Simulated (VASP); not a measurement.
# BN in VASP: notebook

The runs below take BN through single point, with PBE+D3(BJ).

Program: VASP 6.6.1. These are calculated values, not measurements. Logs are shortened: lines on timing, memory, paths and dates and some standing lists are left out, and cuts for length are marked.

## (1) The cell of the first run

The cell holds a slab with vacuum, 4 atoms: a = 2.509 Å, b = 2.509 Å, c = 32.600 Å, α = 90.00°, β = 90.00°, γ = 60.00°.

## (2) Single point, PBE+D3(BJ)

INCAR reads:

```
SYSTEM = BN
ALGO = Normal ; DIPOL = 0.5 0.5 0.500
EDIFF = 1E-6 ; ENCUT = 520
GGA = PE ; IDIPOL = 3
ISIF = 2 ; ISMEAR = 0
IVDW = 12 ; LASPH = .TRUE.
LCHARG = .TRUE. ; LDIPOL = .TRUE.
LELF = .TRUE. ; LREAL = .FALSE.
LVACPOTAV = .TRUE. ; LVHAR = .TRUE.
LWAVE = .FALSE. ; NBANDS = 16
NELM = 100 ; PREC = Accurate
SIGMA = 0.02
```

KPOINTS reads:

```
k-points
0
G
  10 10 1
  0 0 0
```

POSCAR reads:

```
BN
1.0
    2.5087542034      0.0014369843      0.0000000000
    1.2531178291      2.1733719020      0.0000000000
    0.0000000000      0.0000000000     32.6000000000
B N
2 2
Direct
    0.4999824924      0.4999824924      0.4483813683
    0.8333508410      0.8333508410      0.5516186317
    0.8333169661      0.8333169661      0.4483287051
    0.5000163672      0.5000163672      0.5516712949
```

Potentials or basis: VASP PAW PBE potentials, release 64 (B, N).

Started as:

```sh
$ cat potpaw_PBE.64/B/POTCAR potpaw_PBE.64/N/POTCAR > POTCAR
$ mpirun -np 1 vasp_std > vasp.out
```

OUTCAR:

```text
SYSTEM = BN
   EDIFF = 1E-6
   ENCUT = 520
   GGA = PE
   ISIF = 2
   ISMEAR = 0
   IVDW = 12
   LASPH = .TRUE.
   LREAL = .FALSE.
   NELM = 100
   PREC = Accurate
 IVDW          = 12

 ion  position               nearest neighbor table
   1  0.500  0.500  0.448-   3 1.45   3 1.45   3 1.45
   2  0.833  0.833  0.552-   4 1.45   4 1.45   4 1.45
   3  0.833  0.833  0.448-   1 1.45   1 1.45   1 1.45
   4  0.500  0.500  0.552-   2 1.45   2 1.45   2 1.45

  LATTYP: Found a hexagonal cell.
 ALAT       =     2.5087546149
 C/A-ratio  =    12.9944952790

  Lattice vectors:

 A1 = (  -1.2531178291,  -2.1733719020,   0.0000000000)
 A2 = (   2.5087542034,   0.0014369843,   0.0000000000)
 A3 = (   0.0000000000,   0.0000000000,  32.6000000000)

Analysis of symmetry for initial positions (statically):
=====================================================================
 Subroutine PRICEL returns:
 Original cell was already a primitive cell.

 Routine SETGRP: Setting up the symmetry group for a
 hexagonal supercell.

 Subroutine GETGRP returns: Found  4 space group operations
 (whereof  2 operations were pure point group operations)
 out of a pool of 24 trial point group operations.

The static configuration has the point symmetry C_1h.
 The point group associated with its full space group is C_2h.

Analysis of symmetry for dynamics (positions and initial velocities):
=====================================================================
 Subroutine PRICEL returns:
 Original cell was already a primitive cell.

 Routine SETGRP: Setting up the symmetry group for a
 hexagonal supercell.

 Subroutine GETGRP returns: Found  4 space group operations
 (whereof  2 operations were pure point group operations)
 out of a pool of 24 trial point group operations.

The dynamic configuration has the point symmetry C_1h.
 The point group associated with its full space group is C_2h.

 Subroutine INISYM returns: Found  4 space group operations
 (whereof  2 operations are pure point group operations),
 and found     1 'primitive' translations

----------------------------------------------------------------------------------------

                                     Primitive cell

  volume of cell :     177.6914

  direct lattice vectors                    reciprocal lattice vectors
     2.508754203  0.001436984  0.000000000     0.398735900 -0.229902239  0.000000000
     1.253117829  2.173371902  0.000000000    -0.000263635  0.460266540  0.000000000
     0.000000000  0.000000000 32.600000000     0.000000000  0.000000000  0.030674847

  length of vectors
     2.508754615  2.508754615 32.600000000     0.460266616  0.460266616  0.030674847

  position of ions in fractional coordinates (direct lattice)
     0.499982492  0.499982492  0.448381368
     0.833350841  0.833350841  0.551618632
     0.833316966  0.833316966  0.448328705
     0.500016367  0.500016367  0.551671295

  ion indices of the primitive-cell ions
   primitive index   ion index
                 1           1
                 2           2
                 3           3
                 4           4

----------------------------------------------------------------------------------------

 KPOINTS: k-points

Automatic generation of k-mesh.
 Grid dimensions read from file:
 generate k-points for:   10   10    1

 Generating k-lattice:

  Cartesian coordinates                     Fractional coordinates (reciprocal lattice)
     0.039873590 -0.022990224  0.000000000     0.100000000  0.000000000  0.000000000
    -0.000026364  0.046026654  0.000000000     0.000000000  0.100000000  0.000000000
     0.000000000  0.000000000  0.030674847     0.000000000  0.000000000  1.000000000

  Length of vectors
     0.046026662  0.046026662  0.030674847

  Shift w.r.t. Gamma in fractional coordinates (k-lattice)
     0.000000000  0.000000000  0.000000000

 Subroutine IBZKPT returns following result:
 ===========================================

 Found     31 irreducible k-points:

 Following reciprocal coordinates:
            Coordinates               Weight
  0.000000  0.000000  0.000000      1.000000
  0.100000 -0.000000  0.000000      4.000000
  0.100000  0.100000  0.000000      2.000000
  0.200000 -0.000000  0.000000      4.000000
  0.200000  0.200000  0.000000      2.000000
  0.300000  0.000000  0.000000      4.000000
[... 16 lines left out ...]
  0.400000  0.200000  0.000000      4.000000
 -0.200000  0.200000  0.000000      2.000000
 [... further k-points ...]
   k-points           NKPTS =     31   k-points in BZ     NKDIM =     31   number of bands    NBANDS=     16
   number of dos      NEDOS =    301   number of ions     NIONS =      4
   total plane-waves  NPLWV = 100000
   dimension x,y,z NGX =    20 NGY =   20 NGZ =  250
   dimension x,y,z NGXF=    40 NGYF=   40 NGZF=  500
   ions per type =               2   2
   NGX,Y,Z   is equivalent  to a cutoff of  13.25, 13.25, 12.75 a.u.
   NGXF,Y,Z  is equivalent  to a cutoff of  26.51, 26.51, 25.50 a.u.
 SYSTEM =  BN
   PREC   = accura    normal or accurate (medium, high low for compatibility)
   ISTART =      0    job   : 0-new  1-cont  2-samecut
   ICHARG =      2    charge: 1-file 2-atom 10-const
   ISPIN  =      1    spin polarized calculation?
   LNONCOLLINEAR =      F non collinear calculations
   LSORBIT =      F    spin-orbit coupling
   LASPH  =      T    aspherical Exc in radial PAW
   ENCUT  =  520.0 eV  38.22 Ry    6.18 a.u.   4.66  4.66 60.61*2*pi/ulx,y,z
   NELM   =    100;   NELMIN=  2; NELMDL= -5     # of ELM steps
   EDIFF  = 0.1E-05   stopping-criterion for ELM
   LREAL  =      F    real-space projection
   EDIFFG = 0.1E-04   stopping-criterion for IOM
   NSW    =      0    number of steps for IOM
   IBRION =     -1    ionic relax: 0-MD 1-quasi-New 2-CG
   NFREE  =      0    steps in history (QN), initial steepest desc. (CG)
   ISIF   =      2    stress and relaxation
   ISYM   =      2    0-nonsym 1-usesym 2-fastsym
   POTIM  = 0.5000    time-step for ionic-motion
   TEBEG  =    0.0;   TEEND  =   0.0 temperature during run
   PSTRESS=    0.0 pullay stress
   NELECT =      16.0000    total number of electrons
   NUPDOWN=      -1.0000    fix difference up-down
   EMIN   =  10.00;   EMAX   =-10.00  energy-range for DOS
   EFERMI =   0.00;   METHOD = LEGACY
   ISMEAR =     0;   SIGMA  =   0.02  broadening in eV -4-tet -1-fermi 0-gaus
   EFERMI_NEDOS =   21; number of points for ismear=-14 and -15
   IALGO  =     38    algorithm
   IMIX   =      4    mixing-type and parameters
     AMIX     =   0.40;   BMIX     =  1.00
     AMIX_MAG =   1.60;   BMIX_MAG =  1.00
  volume/ion in A,a.u.               =      44.42       299.78
  Fermi-wavevector in a.u.,A,eV,Ry     =   0.733769  1.386622  7.325608  0.538417
  Thomas-Fermi vector in A             =   1.826559
   LORBIT       =      0    0 simple, 1 ext, 2 COOP (PROOUT), +10 PAW based schemes
   GGA     = PE    functional components
   LHFCALC =     F    Hartree Fock is set to
   AEXX    =    0.0000 exact exchange contribution
   IVDW    =    12    specifies the selected vdW correction
   LEPSILON=     F    determine dielectric tensor
   LRPA    =     F    only Hartree local field effects (RPA)
 non-spin polarized calculation
 Gauss-broadening in eV      SIGMA  =   0.02
  energy-cutoff  :      520.00
  volume of cell :      177.69
 maximum number of plane-waves:      4825
   NGX =  9   NGY =  9   NGZ =121

 dipolmoment           0.000000      0.000000     -0.000000 electrons x Angstroem

 number of electron      15.9999999 magnetization

 dipolmoment           0.000000      0.000000      0.000000 electrons x Angstroem

 Free energy of the ion-electron system (eV)
  ---------------------------------------------------
  ext. energy  EPLUGINS =         0.00000000
  ---------------------------------------------------
  free energy    TOTEN  =       -35.18243059 eV

  energy without entropy =      -35.18243059  energy(sigma->0) =      -35.18243059

 E-fermi :  -4.1013     XC(G=0):  -2.3572

 val. band max:       -4.2553716566   @ k =  -0.3000   0.3000   0.0000
 cond. band min:       0.2917174554   @ k =   0.5000  -0.0000   0.0000
 fundamental gap:      4.5470891120
 Fermi energy:        -4.1012702932

 k-point     1 :       0.0000    0.0000    0.0000
  band No.  band energies     occupation
      1     -21.8901      2.00000
      2     -21.7573      2.00000
      3      -9.8905      2.00000
      4      -8.9068      2.00000
      5      -5.5371      2.00000
      6      -5.5369      2.00000
[... 8 lines left out ...]
     15       2.8785      0.00000
     16       3.8350      0.00000

 k-point     2 :       0.1000   -0.0000    0.0000
  band No.  band energies     occupation
      1     -21.6972      2.00000
      2     -21.5675      2.00000
      3      -9.6286      2.00000
      4      -8.6578      2.00000
      5      -6.3217      2.00000
      6      -6.3086      2.00000
[... 8 lines left out ...]
     15       3.1889      0.00000
     16       4.1101      0.00000

 k-point     3 :       0.1000    0.1000    0.0000
  band No.  band energies     occupation
      1     -21.6972      2.00000
      2     -21.5675      2.00000
      3      -9.6286      2.00000
      4      -8.6578      2.00000
      5      -6.3216      2.00000
      6      -6.3085      2.00000
[... 8 lines left out ...]
     15       3.1889      0.00000
     16       4.1101      0.00000
[... 362 lines left out ...]
 k-point    23 :       0.4000    0.2000    0.0000
  band No.  band energies     occupation
      1     -19.7842      2.00000
      2     -19.6918      2.00000
      3     -10.6753      2.00000
      4     -10.6751      2.00000
      5      -8.9183      2.00000
      6      -8.8926      2.00000
[... 8 lines left out ...]
     15       5.9460      0.00000
     16       6.5809      0.00000

 k-point    24 :      -0.2000    0.2000    0.0000
  band No.  band energies     occupation
      1     -19.7842      2.00000
      2     -19.6919      2.00000
      3     -10.6753      2.00000
      4     -10.6751      2.00000
      5      -8.9182      2.00000
      6      -8.8926      2.00000
[... 8 lines left out ...]
     15       5.9460      0.00000
     16       6.5809      0.00000

 [... further k-points ...]

------------------------ aborting loop because EDIFF is reached ----------------------------------------

 Edisp (eV)   -0.41989

 E8    (eV) :    -0.1294

  FORCE on cell =-STRESS in cart. coord.  units (eV):
  Direction    XX          YY          ZZ          XY          YZ          ZX
  --------------------------------------------------------------------------------------
  -------------------------------------------------------------------------------------
  Total      -0.05720    -0.05775    -0.04579     0.00048    -0.00001    -0.00002
  in kB      -0.51578    -0.52076    -0.41286     0.00432    -0.00010    -0.00017
  external pressure =       -0.48 kB  Pullay stress =        0.00 kB

 VOLUME and BASIS-vectors are now :
 -----------------------------------------------------------------------------
  energy-cutoff  :      520.00
  volume of cell :      177.69
      direct lattice vectors                 reciprocal lattice vectors
     2.508754203  0.001436984  0.000000000     0.398735900 -0.229902239  0.000000000
     1.253117829  2.173371902  0.000000000    -0.000263635  0.460266540  0.000000000
     0.000000000  0.000000000 32.600000000     0.000000000  0.000000000  0.030674847

 POSITION                                       TOTAL-FORCE (eV/Angst)
 -----------------------------------------------------------------------------------
      1.88087      1.08737     14.61723         0.000094      0.000054     -0.002020
      3.13496      1.81238     17.98277        -0.000094     -0.000054      0.002020
      3.13483      1.81231     14.61552        -0.000087     -0.000050      0.004664
      1.88100      1.08744     17.98448         0.000087      0.000050     -0.004664
 -----------------------------------------------------------------------------------
    total drift:                                0.000002      0.000001     -0.000007

  FREE ENERGIE OF THE ION-ELECTRON SYSTEM (eV)
  ---------------------------------------------------
  free  energy   TOTEN  =       -35.6023200824 eV

  energy  without entropy=      -35.6023200824  energy(sigma->0) =      -35.60232008

 vacuum level on the upper side and lower side of the slab         1.652         1.652
```

Run time: 77 s. Hardware: 1 thread of Intel Xeon 6975P-C (Granite Rapids), shared host; peak memory 0.33 GiB.

Results:

```yaml
Free_energy: -35.6023 eV
Largest_force: 0.005 eV/Å
Band_gap_on_the_k_mesh: 4.55 eV, indirect (least direct gap 4.82 eV)
Dispersion_energy_per_atom: -0.105 eV
```

Forces on the atoms (eV/Å):
```
B    0.000  0.000 -0.002
B    0.000  0.000  0.002
N    0.000  0.000  0.005
N    0.000  0.000 -0.005
```

Levels at points of the mesh, in eV from the valence-band top:
| k point | band 4 | band 5 | band 6 | band 7 | band 8 | band 9 | band 10 | band 11 | band 12 | band 13 |
| --- | --- | --- | --- | --- | --- | --- | --- | --- | --- | --- |
| (0.00, 0.00, 0.00) | -4.65 | -1.28 | -1.28 | -1.27 | -1.27 | 4.87 | 5.35 | 5.89 | 6.14 | 6.40 |
| (0.50, 0.00, 0.00) | -8.78 | -4.07 | -4.04 | -1.09 | -0.61 | 4.55 | 5.19 | 9.68 | 9.91 | 12.61 |
| (0.50, 0.50, 0.00) | -8.78 | -4.07 | -4.04 | -1.09 | -0.61 | 4.55 | 5.19 | 9.68 | 9.91 | 12.61 |

## (3) Single point, PBE+D3(BJ)

INCAR reads:

```
ALGO     = Normal         # electronic algorithm
DIPOL    = 0.5 0.5 0.500
EDIFF    = 1E-6           # SCF threshold, eV
ENCUT    = 520            # plane-wave cutoff, eV
GGA      = PE             # functional
IDIPOL   = 3            
ISIF     = 2              # what is computed and relaxed
ISMEAR   = 0              # smearing method
IVDW     = 12             # dispersion correction
LASPH    = True           # aspherical terms in the spheres
LCHARG   = False          # write CHGCAR
LDIPOL   = True         
LREAL    = False          # projectors in reciprocal space
LWAVE    = False          # write WAVECAR
NBANDS   = 16             # bands
NELM     = 80             # most SCF steps
PREC     = Accurate       # precision mode
SIGMA    = 0.02           # smearing width, eV
```

KPOINTS reads:

```
k-points
0
Gamma
  10 10 1
```

POSCAR reads:

```
BN
1.0
    2.5087542034      0.0014369843      0.0000000000
    1.2531178291      2.1733719020      0.0000000000
    0.0000000000      0.0000000000     32.6000000000
B N
2 2
Direct
    0.4999824924      0.4999824924      0.4451283756
    0.1666841743      0.1666841743      0.5548716244
    0.8333164354      0.8333164354      0.4450976206
    0.8333502312      0.8333502312      0.5549023794
```

Potentials or basis: VASP PAW PBE potentials, release 64 (B, N).

Started as:

```sh
$ cat potpaw_PBE.64/B/POTCAR potpaw_PBE.64/N/POTCAR > POTCAR
$ mpirun -np 1 vasp_std > vasp.out
```

It took 77 s on 1 thread of Intel Xeon 6975P-C (Granite Rapids), shared host; peak memory 0.34 GiB.

It converged, with:

```
Free energy                : -35.5842 eV
Largest force              : 0.008 eV/Å
Band gap on the k mesh     : 4.37 eV, indirect (least direct gap 4.69 eV)
Dispersion energy per atom : -0.101 eV
```

Forces in eV/Å, atoms in the order of the input:
```
B    0.000  0.000 -0.008
B    0.000  0.000  0.008
N    0.000  0.000  0.005
N    0.000  0.000 -0.005
```

Levels at points of the mesh, in eV from the valence-band top:
| k point | band 5 | band 6 | band 7 | band 8 | band 9 | band 10 | band 11 | band 12 |
| --- | --- | --- | --- | --- | --- | --- | --- | --- |
| (0.00, 0.00, 0.00) | -1.34 | -1.34 | -1.33 | -1.33 | 4.75 | 5.27 | 5.82 | 6.08 |
| (0.50, 0.00, 0.00) | -4.12 | -4.11 | -1.08 | -0.70 | 4.37 | 5.23 | 9.54 | 9.88 |
| (0.50, 0.50, 0.00) | -4.12 | -4.11 | -1.08 | -0.70 | 4.37 | 5.23 | 9.54 | 9.88 |
